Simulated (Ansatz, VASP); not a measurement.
**One calculation of HfH3F, two programs**

```
CELL_PARAMETERS angstrom
1.42488 0.82265 7.94034
-1.42488 0.82265 7.94034
0.00000 -1.64531 7.94034
ATOMIC_POSITIONS crystal
Hf 0.40264 0.40264 0.40264
H 0.01778 0.01778 0.01778
H 0.22939 0.22939 0.22939
H 0.78735 0.78735 0.78735
F 0.56283 0.56283 0.56283
```

Change from the starting cell: species swapped into the SmBiTe3 type (R3m, No. 160).

Alike in both runs: functional PBE; k mesh 4 × 4 × 4; occupations gaussian, width 0.15 eV; no spin polarisation.

Ansatz relaxed the structure, and its values are those at the end. VASP's run is a single point on that final structure, the one shown.

|  | VASP | Ansatz |
| --- | --- | --- |
| version | VASP 6.6.1 | Ansatz 0.2.0 |
| potentials or method | VASP PAW PBE potentials, release 64 (Hf_pv, H, F), cutoff 600 eV | scalar-relativistic, plane waves, PAW |
| valence electrons in the cell | 20 | 36 |

VASP gave:

- pressure (GPa): -0.7
- rms of the force components (eV/Å): 0.014

Problem. What did Ansatz give for the same quantities?

Solution. Pressure (GPa): -0.2; rms of the force components (eV/Å): 0.012.

The functional is the same, so the differences come from potentials, cutoffs and numerics. VASP's potentials hold 20 valence electrons a cell and Ansatz's 36, so a difference there can come from the potentials and not from the codes.

The k mesh is coarse, so the values compare programs but aren't converged. Neither program's run includes spin-orbit coupling.
